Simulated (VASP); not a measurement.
# SrO in VASP: a series of runs

SrO is run at these levels: PBEsol; tasks: relaxation of shape and atoms at fixed volume, single point.

Program: VASP 6.6.1. These are calculated values, not measurements. Logs are shortened: lines on timing, memory, paths and dates and some standing lists are left out, and cuts for length are marked.

### 1 The cell of the first run

Symmetry: P6_3/mmc, No. 194, hexagonal system. The conventional cell has a = 3.584 Å, b = 3.584 Å, c = 6.291 Å, α = 90.00°, β = 90.00°, γ = 120.00°. Sr (site symmetry -3m) has 6 O at 2.60 Å and 2 Sr at 3.15 Å within 3.4 Å. Within 3.4 Å of O (site symmetry -6m2) lie 6 Sr at 2.60 Å.

### 2 Relaxation of shape and atoms at fixed volume, PBEsol (volume scaled by 1.040)

Input file INCAR:

```
ALGO = Normal
EDIFF = 1E-6
EDIFFG = -0.01
ENCUT = 600
GGA = PS
IBRION = 2
ISIF = 4
ISMEAR = 0
LASPH = True
LCHARG = False
LREAL = False
LWAVE = False
NELM = 80
NSW = 60
PREC = Accurate
SIGMA = 0.05
```

Input file KPOINTS:

```
k-points
0
Gamma
  10 10 6
```

Input file POSCAR:

```
SrO
1.0
    3.5842496589      0.0000000000      0.0000000000
   -1.7921248295      3.1040512581      0.0000000000
    0.0000000000      0.0000000000      6.2909210862
Sr O
2 2
Direct
    0.0000000000      0.0000000000      0.0000000000
    0.0000000000      0.0000000000      0.5000000000
    0.3333333333      0.6666666667      0.2500000000
    0.6666666667      0.3333333333      0.7500000000
```

Potentials or basis: VASP PAW PBE potentials, release 64 (Sr_sv, O).

On the command line:

```sh
cat potpaw_PBE.64/Sr_sv/POTCAR potpaw_PBE.64/O/POTCAR > POTCAR
mpirun -np 1 vasp_std > vasp.out
```

OUTCAR:

```text
EDIFF = 1E-6
   EDIFFG = -0.01
   ENCUT = 600
   GGA = PS
   IBRION = 2
   ISIF = 4
   ISMEAR = 0
   LASPH = True
   LREAL = False
   NELM = 80
   NSW = 60
   PREC = Accurate

 ion  position               nearest neighbor table
   1  0.000  0.000  0.000-   3 2.60   4 2.60   4 2.60   3 2.60   4 2.60   3 2.60   2 3.15   2 3.15
                             2 4.77   2 4.77   2 4.77   2 4.77   2 4.77   2 4.77   2 4.77   2 4.77
   2  0.000  0.000  0.500-   3 2.60   4 2.60   4 2.60   3 2.60   4 2.60   3 2.60   1 3.15   1 3.15
                             1 4.77   1 4.77   1 4.77   1 4.77   1 4.77   1 4.77   1 4.77   1 4.77
   3  0.333  0.667  0.250-   1 2.60   2 2.60   1 2.60   2 2.60   1 2.60   2 2.60
   4  0.667  0.333  0.750-   1 2.60   2 2.60   1 2.60   2 2.60   1 2.60   2 2.60

  LATTYP: Found a hexagonal cell.
 ALAT       =     3.5842496589
 C/A-ratio  =     1.7551570579

  Lattice vectors:

 A1 = (   3.5842496589,   0.0000000000,   0.0000000000)
 A2 = (  -1.7921248295,   3.1040512581,   0.0000000000)
 A3 = (   0.0000000000,   0.0000000000,   6.2909210862)

Analysis of symmetry for initial positions (statically):
=====================================================================
 Subroutine PRICEL returns:
 Original cell was already a primitive cell.

 Routine SETGRP: Setting up the symmetry group for a
 hexagonal supercell.

 Subroutine GETGRP returns: Found 24 space group operations
 (whereof 12 operations were pure point group operations)
 out of a pool of 24 trial point group operations.

The static configuration has the point symmetry D_3d.
 The point group associated with its full space group is D_6h.

Analysis of symmetry for dynamics (positions and initial velocities):
=====================================================================
 Subroutine PRICEL returns:
 Original cell was already a primitive cell.

 Routine SETGRP: Setting up the symmetry group for a
 hexagonal supercell.

 Subroutine GETGRP returns: Found 24 space group operations
 (whereof 12 operations were pure point group operations)
 out of a pool of 24 trial point group operations.

The dynamic configuration has the point symmetry D_3d.
 The point group associated with its full space group is D_6h.

 Subroutine INISYM returns: Found 24 space group operations
 (whereof 12 operations are pure point group operations),
 and found     1 'primitive' translations

----------------------------------------------------------------------------------------

                                     Primitive cell

  volume of cell :      69.9909

  direct lattice vectors                    reciprocal lattice vectors
     3.584249659  0.000000000  0.000000000     0.278998422  0.161079814  0.000000000
    -1.792124830  3.104051258  0.000000000     0.000000000  0.322159628  0.000000000
     0.000000000  0.000000000  6.290921086     0.000000000  0.000000000  0.158959234

  length of vectors
     3.584249659  3.584249659  6.290921086     0.322159628  0.322159628  0.158959234

  position of ions in fractional coordinates (direct lattice)
     0.000000000  0.000000000  0.000000000
     0.000000000  0.000000000  0.500000000
     0.333333333  0.666666667  0.250000000
     0.666666667  0.333333333  0.750000000

  ion indices of the primitive-cell ions
   primitive index   ion index
                 1           1
                 2           2
                 3           3
                 4           4

----------------------------------------------------------------------------------------

 KPOINTS: k-points

Automatic generation of k-mesh.
 Grid dimensions read from file:
 generate k-points for:   10   10    6

 Generating k-lattice:

  Cartesian coordinates                     Fractional coordinates (reciprocal lattice)
     0.027899842  0.016107981  0.000000000     0.100000000  0.000000000  0.000000000
     0.000000000  0.032215963  0.000000000     0.000000000  0.100000000  0.000000000
     0.000000000  0.000000000  0.026493206     0.000000000  0.000000000  0.166666667

  Length of vectors
     0.032215963  0.032215963  0.026493206

  Shift w.r.t. Gamma in fractional coordinates (k-lattice)
     0.000000000  0.000000000  0.000000000

 Subroutine IBZKPT returns following result:
 ===========================================

 Found     56 irreducible k-points:

 Following reciprocal coordinates:
            Coordinates               Weight
  0.000000  0.000000  0.000000      1.000000
  0.100000 -0.000000  0.000000      6.000000
  0.200000 -0.000000  0.000000      6.000000
  0.300000  0.000000  0.000000      6.000000
  0.400000 -0.000000  0.000000      6.000000
  0.500000  0.000000  0.000000      3.000000
[... 16 lines left out ...]
  0.300000  0.100000  0.166667     24.000000
  0.400000  0.100000  0.166667     24.000000
 [... further k-points ...]
   k-points           NKPTS =     56   k-points in BZ     NKDIM =     56   number of bands    NBANDS=     20
   number of dos      NEDOS =    301   number of ions     NIONS =      4
   total plane-waves  NPLWV =  45000
   dimension x,y,z NGX =    30 NGY =   30 NGZ =   50
   dimension x,y,z NGXF=    60 NGYF=   60 NGZF=  100
   ions per type =               2   2
   NGX,Y,Z   is equivalent  to a cutoff of  13.91, 13.91, 13.21 a.u.
   NGXF,Y,Z  is equivalent  to a cutoff of  27.83, 27.83, 26.43 a.u.
 SYSTEM =  unknown system
   PREC   = accura    normal or accurate (medium, high low for compatibility)
   ISTART =      0    job   : 0-new  1-cont  2-samecut
   ICHARG =      2    charge: 1-file 2-atom 10-const
   ISPIN  =      1    spin polarized calculation?
   LNONCOLLINEAR =      F non collinear calculations
   LSORBIT =      F    spin-orbit coupling
   LASPH  =      T    aspherical Exc in radial PAW
   ENCUT  =  600.0 eV  44.10 Ry    6.64 a.u.   7.16  7.16 12.56*2*pi/ulx,y,z
   NELM   =     80;   NELMIN=  2; NELMDL= -5     # of ELM steps
   EDIFF  = 0.1E-05   stopping-criterion for ELM
   LREAL  =      F    real-space projection
   EDIFFG = -.1E-01   stopping-criterion for IOM
   NSW    =     60    number of steps for IOM
   IBRION =      2    ionic relax: 0-MD 1-quasi-New 2-CG
   NFREE  =      1    steps in history (QN), initial steepest desc. (CG)
   ISIF   =      4    stress and relaxation
   ISYM   =      2    0-nonsym 1-usesym 2-fastsym
   POTIM  = 0.5000    time-step for ionic-motion
   TEBEG  =    0.0;   TEEND  =   0.0 temperature during run
   PSTRESS=    0.0 pullay stress
   NELECT =      32.0000    total number of electrons
   NUPDOWN=      -1.0000    fix difference up-down
   EMIN   =  10.00;   EMAX   =-10.00  energy-range for DOS
   EFERMI =   0.00;   METHOD = LEGACY
   ISMEAR =     0;   SIGMA  =   0.05  broadening in eV -4-tet -1-fermi 0-gaus
   EFERMI_NEDOS =   21; number of points for ismear=-14 and -15
   IALGO  =     38    algorithm
   IMIX   =      4    mixing-type and parameters
     AMIX     =   0.40;   BMIX     =  1.00
     AMIX_MAG =   1.60;   BMIX_MAG =  1.00
  volume/ion in A,a.u.               =      17.50       118.08
  Fermi-wavevector in a.u.,A,eV,Ry     =   1.261182  2.383288 21.641149  1.590580
  Thomas-Fermi vector in A             =   2.394654
   LORBIT       =      0    0 simple, 1 ext, 2 COOP (PROOUT), +10 PAW based schemes
   GGA     = PS    functional components
   LHFCALC =     F    Hartree Fock is set to
   AEXX    =    0.0000 exact exchange contribution
   IVDW    =     0    specifies the selected vdW correction
   LEPSILON=     F    determine dielectric tensor
   LRPA    =     F    only Hartree local field effects (RPA)
 conjugate gradient relaxation of ions
 non-spin polarized calculation
 Gauss-broadening in eV      SIGMA  =   0.05
  energy-cutoff  :      600.00
  volume of cell :       69.99
 maximum number of plane-waves:      2360
 NGX is ok and might be reduce to    30
   NGX = 15   NGY = 15   NGZ = 25

 number of electron      32.0000000 magnetization

 Free energy of the ion-electron system (eV)
  ---------------------------------------------------
  ext. energy  EPLUGINS =         0.00000000
  ---------------------------------------------------
  free energy    TOTEN  =       -24.66249863 eV

  energy without entropy =      -24.66249863  energy(sigma->0) =      -24.66249863

 E-fermi :   1.7350     XC(G=0): -10.1275

 val. band max:        1.4588438034   @ k =   0.0000   0.0000   0.0000
 cond. band min:       4.6912199575   @ k =   0.0000   0.0000   0.0000
 fundamental gap:      3.2323761541
 Fermi energy:         1.7349704389

 k-point     1 :       0.0000    0.0000    0.0000
  band No.  band energies     occupation
      1     -31.2963      2.00000
      2     -31.0933      2.00000
      3     -15.4658      2.00000
      4     -13.5654      2.00000
      5     -12.9685      2.00000
      6     -12.9685      2.00000
[... 12 lines left out ...]
     19       7.9172      0.00000
     20       7.9175      0.00000

 k-point     2 :       0.1000   -0.0000    0.0000
  band No.  band energies     occupation
      1     -31.2860      2.00000
      2     -31.0847      2.00000
      3     -15.3988      2.00000
      4     -13.8650      2.00000
      5     -12.9903      2.00000
      6     -12.8572      2.00000
[... 12 lines left out ...]
     19       7.2693      0.00000
     20       8.2256      0.00000

 k-point     3 :       0.2000   -0.0000    0.0000
  band No.  band energies     occupation
      1     -31.2589      2.00000
      2     -31.0619      2.00000
      3     -15.2112      2.00000
      4     -14.3044      2.00000
      5     -13.0756      2.00000
      6     -13.0466      2.00000
[... 12 lines left out ...]
     19       6.9740      0.00000
     20       8.0131      0.00000

 k-point     4 :       0.3000    0.0000    0.0000
  band No.  band energies     occupation
      1     -31.2250      2.00000
      2     -31.0336      2.00000
      3     -15.0129      2.00000
      4     -14.5723      2.00000
      5     -13.3315      2.00000
      6     -13.1148      2.00000
[... 429 lines left out ...]
 k-point    23 :       0.3000    0.1000    0.1667
  band No.  band energies     occupation
      1     -31.1937      2.00000
      2     -31.0307      2.00000
      3     -14.9291      2.00000
      4     -14.5220      2.00000
      5     -13.5655      2.00000
      6     -13.2812      2.00000
[... 12 lines left out ...]
     19       7.4147      0.00000
     20       8.1633      0.00000

 k-point    24 :       0.4000    0.1000    0.1667
  band No.  band energies     occupation
      1     -31.1748      2.00000
      2     -31.0144      2.00000
      3     -15.0505      2.00000
      4     -14.1867      2.00000
      5     -13.8370      2.00000
      6     -13.4087      2.00000
[... 12 lines left out ...]
     19       8.1402      0.00000
     20       8.6516      0.00000

 [... further k-points ...]

------------------------ aborting loop because EDIFF is reached ----------------------------------------

  FORCE on cell =-STRESS in cart. coord.  units (eV):
  Direction    XX          YY          ZZ          XY          YZ          ZX
  --------------------------------------------------------------------------------------
  -------------------------------------------------------------------------------------
  Total       -1.1834442     -1.1834442     -1.1851477      0.0000000     -0.0000000     -0.0000000
  in kB      -27.0904973    -27.0904973    -27.1294930      0.0000000     -0.0000000     -0.0000000
  external PRESSURE =     -27.1034959 kB  Pullay stress =       0.0000000 kB

 VOLUME and BASIS-vectors are now :
 -----------------------------------------------------------------------------
  energy-cutoff  :      600.00
  volume of cell :       69.99
      direct lattice vectors                 reciprocal lattice vectors
     3.584249659  0.000000000  0.000000000     0.278998422  0.161079814  0.000000000
    -1.792124830  3.104051258  0.000000000     0.000000000  0.322159628  0.000000000
     0.000000000  0.000000000  6.290921086     0.000000000  0.000000000  0.158959234

 POSITION                                       TOTAL-FORCE (eV/Angst)
 -----------------------------------------------------------------------------------
      0.00000      0.00000      0.00000        -0.000000      0.000000      0.000000
      0.00000      0.00000      3.14546        -0.000000      0.000000      0.000000
     -0.00000      2.06937      1.57273         0.000000      0.000000     -0.000000
      1.79212      1.03468      4.71819        -0.000000      0.000000      0.000000
 -----------------------------------------------------------------------------------
    total drift:                               -0.000000      0.000000     -0.000000

  FREE ENERGIE OF THE ION-ELECTRON SYSTEM (eV)
  ---------------------------------------------------
  free  energy   TOTEN  =       -24.6624986281 eV

  energy  without entropy=      -24.6624986281  energy(sigma->0) =      -24.66249863

 reached required accuracy - stopping structural energy minimisation
```

Wall time 2.9 min (1 thread of AMD EPYC 7R13, shared host); peak memory 0.23 GiB.

Results:

```
Free energy             : -24.6625 eV
Pressure after relaxing : -2.7 GPa
Band gap on the k mesh  : 3.23 eV, direct
```

Final structure:
```
CELL_PARAMETERS angstrom
3.58425 0.00000 0.00000
-1.79212 3.10405 0.00000
0.00000 0.00000 6.29092
ATOMIC_POSITIONS crystal
Sr 0.00000 0.00000 0.00000
Sr 0.00000 0.00000 0.50000
O 0.33333 0.66667 0.25000
O 0.66667 0.33333 0.75000
```

Caveat: the cell differs from its parent crystal (volume scaled by 1.040); the relaxation stopped at its first step, so nothing moved; the PAW data sets were made with another functional, which shifts forces and pressure a little. A k mesh can miss the band edges.

### 3 Single point, PBEsol

This run uses another cell than the first one, of 16.82 Å³/atom, 0.962 times its volume.

Input file INCAR:

```
  ALGO = Normal
  EDIFF = 1E-6
  ENCUT = 520
  GGA = PS
  ISIF = 2
  ISMEAR = 0
  LASPH = T
  LCHARG = T
  LELF = T
  LREAL = F
  LVHAR = T
  LWAVE = F
  NBANDS = 24
  NELM = 100
  PREC = Accurate
  SIGMA = 0.05
```

KPOINTS is that of step 2.

Input file POSCAR:

```
SrO
1.0
    3.5366159298      0.0000000000     -0.0176830796
   -1.7683079649      3.0627992387      0.0088415398
   -0.0310650180      0.0000000000      6.2130036067
Sr O
2 2
Direct
    0.0000000000      0.0000000000      0.0000000000
    0.0000000000      0.0000000000      0.5000000000
    0.3333333333      0.6666666667      0.2500000000
    0.6666666667      0.3333333333      0.7500000000
```

Potentials or basis: VASP PAW PBE potentials, release 64 (Sr_sv, O).

On the command line:

```sh
cat potpaw_PBE.64/Sr_sv/POTCAR potpaw_PBE.64/O/POTCAR > POTCAR
mpirun -np 1 vasp_std > vasp.out
```

Run time: 8.1 min. Hardware: 1 thread of AMD EPYC 7R13, shared host; peak memory 0.33 GiB.

Results (log left out):

```
Free energy            : -24.6747 eV
Pressure               : 0.7 GPa
Band gap on the k mesh : 3.33 eV, direct
```

Stress tensor (GPa, compression positive):
```
0.65 0.00 0.33
0.00 0.64 0.00
0.33 0.00 0.85
```

Levels at points of the mesh, in eV from the valence-band top:
```csv
k point,band 13,band 14,band 15,band 16,band 17,band 18,band 19,band 20
"(0.00, 0.00, 0.00)",-1.04,-0.14,0.00,0.00,3.33,4.34,6.57,6.57
"(0.50, 0.00, 0.00)",-1.18,-0.55,-0.25,-0.09,3.55,5.71,6.91,7.50
"(0.00, 0.50, 0.00)",-1.18,-0.55,-0.25,-0.09,3.55,5.71,6.91,7.50
"(0.00, 0.00, 0.50)",-0.57,-0.57,-0.55,-0.55,5.34,5.34,6.52,6.52
"(0.50, 0.00, 0.50)",-0.88,-0.86,-0.65,-0.63,4.76,4.82,8.21,8.25
"(0.00, 0.50, 0.50)",-0.87,-0.87,-0.64,-0.64,4.79,4.79,8.23,8.23
```

Caveat: the PAW data sets were made with another functional, which shifts forces and pressure a little. A k mesh can miss the band edges.

### 4 Single point, PBEsol (atom 3 (O) moved 0.02 Å along x)

Input file INCAR:

```
SYSTEM = SrO
  ALGO = Normal
  EDIFF = 1E-6
  ENCUT = 520
  GGA = PS
  ISIF = 2
  ISMEAR = 0
  LASPH = .True.
  LCHARG = .False.
  LREAL = .False.
  LWAVE = .False.
  NBANDS = 24
  NELM = 80
  PREC = Accurate
  SIGMA = 0.05
```

Input file KPOINTS:

```
k-points
0
Gamma
  10 10 6
  0 0 0
```

Input file POSCAR:

```
SrO
1.0
    3.5366159298      0.0000000000      0.0000000000
   -1.7683079649      3.0627992387      0.0000000000
    0.0000000000      0.0000000000      6.2130036067
Sr O
2 2
Direct
    0.0000000000      0.0000000000      0.0000000000
    0.0000000000      0.0000000000      0.5000000000
    0.3389884569      0.6666666667      0.2500000000
    0.6666666667      0.3333333333      0.7500000000
```

On the command line:

```sh
cat potpaw_PBE.64/Sr_sv/POTCAR potpaw_PBE.64/O/POTCAR > POTCAR
mpirun -np 1 vasp_std > vasp.out
```

It took 9.5 min on 1 thread of AMD EPYC 7R13, shared host; peak memory 0.37 GiB.

The run converged. Its results:

| Item | Value |
| --- | --- |
| Free energy | -24.6748 eV |
| Pressure | 0.7 GPa |
| Largest force | 0.062 eV/Å |
| Band gap on the k mesh | 3.33 eV, direct |

Forces on the atoms (eV/Å):
```
Sr   0.021  0.001 -0.002
Sr   0.021  0.001  0.002
O   -0.062 -0.002  0.000
O    0.021  0.000  0.000
```

Stress tensor (GPa, compression positive):
```
0.64 0.10 0.00
0.10 0.64 0.00
0.00 0.00 0.85
```

Levels at points of the mesh, in eV from the valence-band top:
```csv
k point,band 13,band 14,band 15,band 16,band 17,band 18,band 19,band 20
"(0.00, 0.00, 0.00)",-1.03,-0.14,0.00,0.00,3.33,4.34,6.56,6.58
"(0.50, 0.00, 0.00)",-1.17,-0.54,-0.25,-0.09,3.54,5.68,6.91,7.51
"(0.00, 0.50, 0.00)",-1.18,-0.55,-0.25,-0.09,3.55,5.70,6.91,7.50
"(0.50, 0.50, 0.00)",-1.20,-0.57,-0.25,-0.09,3.56,5.73,6.92,7.48
"(0.00, 0.00, 0.50)",-0.57,-0.56,-0.56,-0.55,5.34,5.34,6.52,6.52
"(0.50, 0.00, 0.50)",-0.87,-0.87,-0.64,-0.63,4.77,4.78,8.23,8.24
"(0.00, 0.50, 0.50)",-0.87,-0.87,-0.64,-0.64,4.79,4.79,8.23,8.23
"(0.50, 0.50, 0.50)",-0.87,-0.87,-0.65,-0.64,4.81,4.81,8.22,8.24
```

Caveat: the cell differs from its parent crystal (atom 3 (O) moved 0.02 Å along x); the PAW data sets were made with another functional, which shifts forces and pressure a little. A k mesh can miss the band edges.

### 5 The runs side by side

| task | cell | cutoff (eV) | gap on the mesh (eV) | pressure (GPa) |
| --- | --- | --- | --- | --- |
| relaxation of shape and atoms at fixed volume | relaxed from a = 3.584, b = 3.584, c = 6.291 Å, angles 90.0, 90.0, 120.0°, 4 atoms | 600 | 3.23 | -2.7 |
| single point | a = 3.537, b = 3.537, c = 6.213 Å, angles 89.7, 90.6, 120.0°, 4 atoms | 520 | 3.33 | 0.7 |
| single point | a = 3.537, b = 3.537, c = 6.213 Å, angles 90.0, 90.0, 120.0°, 4 atoms | 520 | 3.33 | 0.7 |

Alike in all rows: level PBEsol; potentials or basis VASP PAW PBE potentials, release 64 (Sr_sv, O); no spin polarisation; k mesh 10 × 10 × 6; smearing gaussian 0.05 eV.

Caveats: the PAW data sets were made with another functional, which shifts forces and pressure a little; the relaxation stopped at its first step, so nothing moved (some runs).

Total energies depend on the potentials used, so only differences within one code and one set of settings carry meaning.
